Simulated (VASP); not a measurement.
# BaTiO3 (P4mm) in VASP: notebook

The runs below take BaTiO3 through single point, with r2SCAN.

All numbers are computed with VASP 6.6.1; they aren't measurements. Logs are shortened: lines on timing, memory, paths and dates and some standing lists are left out, and cuts for length are marked.

## (1) The cell of the first run

It takes space group P4mm (No. 99, tetragonal). The conventional cell has a = 3.955 Å, b = 3.955 Å, c = 4.024 Å, α = 90.00°, β = 90.00°, γ = 90.00°. Ba (site symmetry 4mm) has 12 O at 2.78 to 2.87 Å and 8 Ti at 3.41 to 3.48 Å within 3.7 Å. Within 2.5 Å of Ti (site symmetry 4mm) lie 6 O at 1.85 to 2.18 Å. O (site symmetry 4mm) has 2 Ti at 1.85 to 2.18 Å within 2.5 Å. O (site symmetry 2mm) has 2 Ti at 1.98 Å within 2.6 Å.

## (2) Single point, r2SCAN (volume scaled by 0.97, then relaxed in part)

POSCAR reads:

```
BaTiO3
1.0
    3.9553582890      0.0000000000      0.0000000000
    0.0000000000      3.9553582890      0.0000000000
    0.0000000000      0.0000000000      4.0235063187
Ba Ti O
1 1 3
Direct
    0.0000000000      0.0000000000      0.0003528901
    0.5000000000      0.5000000000      0.4850182166
    0.5000000000      0.5000000000      0.0261017498
    0.5000000000      0.0000000000      0.5157635717
    0.0000000000      0.5000000000      0.5157635717
```

INCAR.step1 reads:

```
SYSTEM = BaTiO3
  ALGO = Normal
  EDIFF = 1E-4
  ENCUT = 520
  GGA = PE
  ISMEAR = 0
  LASPH = .True.
  LCHARG = .False.
  LREAL = .False.
  LWAVE = .True.
  NBANDS = 28
  NELM = 60
  PREC = Accurate
  SIGMA = 0.02
```

INCAR.step2 reads:

```
SYSTEM = BaTiO3
  ALGO = Normal
  EDIFF = 1E-6
  ENCUT = 520
  ISIF = 2
  ISMEAR = 0
  ISTART = 1
  LASPH = .True.
  LCHARG = .False.
  LMIXTAU = .True.
  LREAL = .False.
  LWAVE = .False.
  METAGGA = R2SCAN
  NBANDS = 28
  NELM = 60
  PREC = Accurate
  SIGMA = 0.02
```

KPOINTS reads:

```
k-points
0
Gamma
  8 8 8
  0 0 0
```

Potentials or basis: VASP PAW PBE potentials, release 64 (Ba_sv, Ti_sv, O).

Run with:

```console
$ cat potpaw_PBE.64/Ba_sv/POTCAR potpaw_PBE.64/Ti_sv/POTCAR potpaw_PBE.64/O/POTCAR > POTCAR
$ cp INCAR.step1 INCAR
$ mpirun -np 1 vasp_std > vasp.out
$ cp INCAR.step2 INCAR
$ mpirun -np 1 vasp_std > vasp.out
```

OUTCAR:

```text
SYSTEM = BaTiO3
   EDIFF = 1E-6
   ENCUT = 520
   ISIF = 2
   ISMEAR = 0
   ISTART = 1
   LASPH = .True.
   LREAL = .False.
   METAGGA = R2SCAN
   NELM = 60
   PREC = Accurate

 ion  position               nearest neighbor table
   1  0.000  0.000  0.000-   4 2.78   5 2.78   5 2.78   4 2.78   3 2.80   3 2.80   3 2.80   3 2.80
                             4 2.87   5 2.87   5 2.87   4 2.87   2 3.41   2 3.41   2 3.41   2 3.41
   2  0.500  0.500  0.485-   3 1.85   4 1.98   5 1.98   4 1.98   5 1.98   3 2.18   1 3.41   1 3.41
                             1 3.41   1 3.41   1 3.48   1 3.48   1 3.48   1 3.48
   3  0.500  0.500  0.026-   2 1.85   2 2.18   1 2.80   1 2.80   1 2.80   1 2.80
   4  0.500  0.000  0.516-   2 1.98   2 1.98   1 2.78   1 2.78   1 2.87   1 2.87
   5  0.000  0.500  0.516-   2 1.98   2 1.98   1 2.78   1 2.78   1 2.87   1 2.87

  LATTYP: Found a simple tetragonal cell.
 ALAT       =     3.9553582890
 C/A-ratio  =     1.0172292937

  Lattice vectors:

 A1 = (   3.9553582890,   0.0000000000,   0.0000000000)
 A2 = (   0.0000000000,   3.9553582890,   0.0000000000)
 A3 = (   0.0000000000,   0.0000000000,   4.0235063187)

Analysis of symmetry for initial positions (statically):
=====================================================================
 Subroutine PRICEL returns:
 Original cell was already a primitive cell.

 Routine SETGRP: Setting up the symmetry group for a
 simple tetragonal supercell.

 Subroutine GETGRP returns: Found  8 space group operations
 (whereof  8 operations were pure point group operations)
 out of a pool of 16 trial point group operations.

The static configuration has the point symmetry C_4v.

Analysis of symmetry for dynamics (positions and initial velocities):
=====================================================================
 Subroutine PRICEL returns:
 Original cell was already a primitive cell.

 Routine SETGRP: Setting up the symmetry group for a
 simple tetragonal supercell.

 Subroutine GETGRP returns: Found  8 space group operations
 (whereof  8 operations were pure point group operations)
 out of a pool of 16 trial point group operations.

The dynamic configuration has the point symmetry C_4v.

 Subroutine INISYM returns: Found  8 space group operations
 (whereof  8 operations are pure point group operations),
 and found     1 'primitive' translations

----------------------------------------------------------------------------------------

                                     Primitive cell

  volume of cell :      62.9472

  direct lattice vectors                    reciprocal lattice vectors
     3.955358289  0.000000000  0.000000000     0.252821597  0.000000000  0.000000000
     0.000000000  3.955358289  0.000000000     0.000000000  0.252821597  0.000000000
     0.000000000  0.000000000  4.023506319     0.000000000  0.000000000  0.248539438

  length of vectors
     3.955358289  3.955358289  4.023506319     0.252821597  0.252821597  0.248539438

  position of ions in fractional coordinates (direct lattice)
     0.000000000  0.000000000  0.000352890
     0.500000000  0.500000000  0.485018217
     0.500000000  0.500000000  0.026101750
     0.500000000  0.000000000  0.515763572
     0.000000000  0.500000000  0.515763572

  ion indices of the primitive-cell ions
   primitive index   ion index
                 1           1
                 2           2
                 3           3
                 4           4
                 5           5

----------------------------------------------------------------------------------------

 KPOINTS: k-points

Automatic generation of k-mesh.
 Grid dimensions read from file:
 generate k-points for:    8    8    8

 Generating k-lattice:

  Cartesian coordinates                     Fractional coordinates (reciprocal lattice)
     0.031602700  0.000000000  0.000000000     0.125000000  0.000000000  0.000000000
     0.000000000  0.031602700  0.000000000     0.000000000  0.125000000  0.000000000
     0.000000000  0.000000000  0.031067430     0.000000000  0.000000000  0.125000000

  Length of vectors
     0.031602700  0.031602700  0.031067430

  Shift w.r.t. Gamma in fractional coordinates (k-lattice)
     0.000000000  0.000000000  0.000000000

 Subroutine IBZKPT returns following result:
 ===========================================

 Found     75 irreducible k-points:

 Following reciprocal coordinates:
            Coordinates               Weight
  0.000000  0.000000  0.000000      1.000000
  0.125000  0.000000  0.000000      4.000000
  0.250000  0.000000  0.000000      4.000000
  0.375000  0.000000  0.000000      4.000000
  0.500000  0.000000  0.000000      2.000000
  0.125000  0.125000  0.000000      4.000000
[... 16 lines left out ...]
  0.375000  0.125000  0.125000     16.000000
  0.500000  0.125000  0.125000      8.000000
 [... further k-points ...]
   k-points           NKPTS =     75   k-points in BZ     NKDIM =     75   number of bands    NBANDS=     28
   number of dos      NEDOS =    301   number of ions     NIONS =      5
   total plane-waves  NPLWV =  27000
   dimension x,y,z NGX =    30 NGY =   30 NGZ =   30
   dimension x,y,z NGXF=    60 NGYF=   60 NGZF=   60
   ions per type =               1   1   3
   NGX,Y,Z   is equivalent  to a cutoff of  12.61, 12.61, 12.40 a.u.
   NGXF,Y,Z  is equivalent  to a cutoff of  25.22, 25.22, 24.79 a.u.
 SYSTEM =  BaTiO3
   PREC   = accura    normal or accurate (medium, high low for compatibility)
   ISTART =      1    job   : 0-new  1-cont  2-samecut
   ICHARG =      0    charge: 1-file 2-atom 10-const
   ISPIN  =      1    spin polarized calculation?
   LNONCOLLINEAR =      F non collinear calculations
   LSORBIT =      F    spin-orbit coupling
   LASPH  =      T    aspherical Exc in radial PAW
   ENCUT  =  520.0 eV  38.22 Ry    6.18 a.u.   7.35  7.35  7.48*2*pi/ulx,y,z
   NELM   =     60;   NELMIN=  2; NELMDL=  0     # of ELM steps
   EDIFF  = 0.1E-05   stopping-criterion for ELM
   LREAL  =      F    real-space projection
   EDIFFG = 0.1E-04   stopping-criterion for IOM
   NSW    =      0    number of steps for IOM
   IBRION =     -1    ionic relax: 0-MD 1-quasi-New 2-CG
   NFREE  =      0    steps in history (QN), initial steepest desc. (CG)
   ISIF   =      2    stress and relaxation
   ISYM   =      2    0-nonsym 1-usesym 2-fastsym
   POTIM  = 0.5000    time-step for ionic-motion
   TEBEG  =    0.0;   TEEND  =   0.0 temperature during run
   PSTRESS=    0.0 pullay stress
   NELECT =      40.0000    total number of electrons
   NUPDOWN=      -1.0000    fix difference up-down
   EMIN   =  10.00;   EMAX   =-10.00  energy-range for DOS
   EFERMI =   0.00;   METHOD = LEGACY
   ISMEAR =     0;   SIGMA  =   0.02  broadening in eV -4-tet -1-fermi 0-gaus
   EFERMI_NEDOS =   21; number of points for ismear=-14 and -15
   IALGO  =     38    algorithm
   IMIX   =      4    mixing-type and parameters
     AMIX     =   0.40;   BMIX     =  1.00
     AMIX_MAG =   1.60;   BMIX_MAG =  1.00
  volume/ion in A,a.u.               =      12.59        84.96
  Fermi-wavevector in a.u.,A,eV,Ry     =   1.407460  2.659714 26.952373  1.980944
  Thomas-Fermi vector in A             =   2.529717
   LORBIT       =      0    0 simple, 1 ext, 2 COOP (PROOUT), +10 PAW based schemes
   METAGGA = R2SCAN    functional components
   LHFCALC =     F    Hartree Fock is set to
   AEXX    =    0.0000 exact exchange contribution
   IVDW    =     0    specifies the selected vdW correction
   LEPSILON=     F    determine dielectric tensor
   LRPA    =     F    only Hartree local field effects (RPA)
 non-spin polarized calculation
 Gauss-broadening in eV      SIGMA  =   0.02
  energy-cutoff  :      520.00
  volume of cell :       62.95
 maximum number of plane-waves:      1743
 NGX is ok and might be reduce to    30
   NGX = 15   NGY = 15   NGZ = 15

 number of electron      39.9999986 magnetization

 Free energy of the ion-electron system (eV)
  ---------------------------------------------------
  ext. energy  EPLUGINS =         0.00000000
  ---------------------------------------------------
  free energy    TOTEN  =       -74.21859264 eV

  energy without entropy =      -74.21859264  energy(sigma->0) =      -74.21859264

 E-fermi :   3.9390     XC(G=0): -12.0151

 val. band max:        3.7615213671   @ k =   0.5000   0.5000   0.5000
 cond. band min:       5.9977986436   @ k =   0.0000   0.0000   0.0000
 fundamental gap:      2.2362772765
 Fermi energy:         3.9390031895

 k-point     1 :       0.0000    0.0000    0.0000
  band No.  band energies     occupation
      1     -54.9553      2.00000
      2     -30.1922      2.00000
      3     -30.1262      2.00000
      4     -30.1262      2.00000
      5     -21.7806      2.00000
      6     -14.2240      2.00000
[... 20 lines left out ...]
     27       9.3965      0.00000
     28      12.1632      0.00000

 k-point     2 :       0.1250    0.0000    0.0000
  band No.  band energies     occupation
      1     -54.9551      2.00000
      2     -30.1918      2.00000
      3     -30.1363      2.00000
      4     -30.1258      2.00000
      5     -21.7594      2.00000
      6     -14.2368      2.00000
[... 20 lines left out ...]
     27       9.7089      0.00000
     28      12.5435      0.00000

 k-point     3 :       0.2500    0.0000    0.0000
  band No.  band energies     occupation
      1     -54.9546      2.00000
      2     -30.1910      2.00000
      3     -30.1606      2.00000
      4     -30.1250      2.00000
      5     -21.7073      2.00000
      6     -14.3201      2.00000
[... 20 lines left out ...]
     27      10.5143      0.00000
     28      12.7900      0.00000

 k-point     4 :       0.3750    0.0000    0.0000
  band No.  band energies     occupation
      1     -54.9541      2.00000
      2     -30.1901      2.00000
      3     -30.1847      2.00000
      4     -30.1241      2.00000
      5     -21.6539      2.00000
      6     -14.4437      2.00000
[... 578 lines left out ...]
     27      10.9687      0.00000
     28      12.8891      0.00000

 k-point    23 :       0.3750    0.1250    0.1250
  band No.  band energies     occupation
      1     -54.9538      2.00000
      2     -30.1978      2.00000
      3     -30.1837      2.00000
      4     -30.1337      2.00000
      5     -21.6273      2.00000
      6     -14.3127      2.00000
[... 20 lines left out ...]
     27      11.9517      0.00000
     28      13.1155      0.00000

 k-point    24 :       0.5000    0.1250    0.1250
  band No.  band energies     occupation
      1     -54.9536      2.00000
      2     -30.1974      2.00000
      3     -30.1937      2.00000
      4     -30.1334      2.00000
      5     -21.6071      2.00000
      6     -14.3539      2.00000
[... 20 lines left out ...]
     27      12.3876      0.00000
     28      13.2501      0.00000

 [... further k-points ...]

------------------------ aborting loop because EDIFF is reached ----------------------------------------

  FORCE on cell =-STRESS in cart. coord.  units (eV):
  Direction    XX          YY          ZZ          XY          YZ          ZX
  --------------------------------------------------------------------------------------
  -------------------------------------------------------------------------------------
  Total        2.3721642      2.3721642      2.4548095      0.0000000      0.0000000      0.0000000
  in kB       60.3780360     60.3780360     62.4815843      0.0000000      0.0000000      0.0000000
  external PRESSURE =      61.0792188 kB  Pullay stress =       0.0000000 kB

 VOLUME and BASIS-vectors are now :
 -----------------------------------------------------------------------------
  energy-cutoff  :      520.00
  volume of cell :       62.95
      direct lattice vectors                 reciprocal lattice vectors
     3.955358289  0.000000000  0.000000000     0.252821597  0.000000000  0.000000000
     0.000000000  3.955358289  0.000000000     0.000000000  0.252821597  0.000000000
     0.000000000  0.000000000  4.023506319     0.000000000  0.000000000  0.248539438

 POSITION                                       TOTAL-FORCE (eV/Angst)
 -----------------------------------------------------------------------------------
      0.00000      0.00000      0.00142        -0.000000      0.000000      0.022349
      1.97768      1.97768      1.95147        -0.000000     -0.000000      0.135592
      1.97768      1.97768      0.10502        -0.000000      0.000000     -0.128882
      1.97768      0.00000      2.07518        -0.000000      0.000000     -0.014529
      0.00000      1.97768      2.07518         0.000000      0.000000     -0.014529
 -----------------------------------------------------------------------------------
    total drift:                                0.000000      0.000000     -0.001939

  FREE ENERGIE OF THE ION-ELECTRON SYSTEM (eV)
  ---------------------------------------------------
  free  energy   TOTEN  =       -74.2185926406 eV

  energy  without entropy=      -74.2185926406  energy(sigma->0) =      -74.21859264
```

It took 4.4 min on 1 thread of AMD EPYC 9R45 (Zen 5), shared host; peak memory 0.23 GiB.

What came out:

- Free energy: -74.2186 eV
- Pressure: 6.1 GPa
- Largest force: 0.136 eV/Å
- Band gap on the k mesh: 2.24 eV, indirect (least direct gap 2.61 eV)

Forces in eV/Å, atoms in the order of the input:
```
Ba   0.000  0.000  0.022
Ti   0.000  0.000  0.136
O    0.000  0.000 -0.129
O    0.000  0.000 -0.015
O    0.000  0.000 -0.015
```

Caveat: the PAW data sets were made with another functional, which shifts forces and pressure a little; spin-orbit coupling is left out, which moves the levels of the heavy elements.

[end of part 1 of 2]
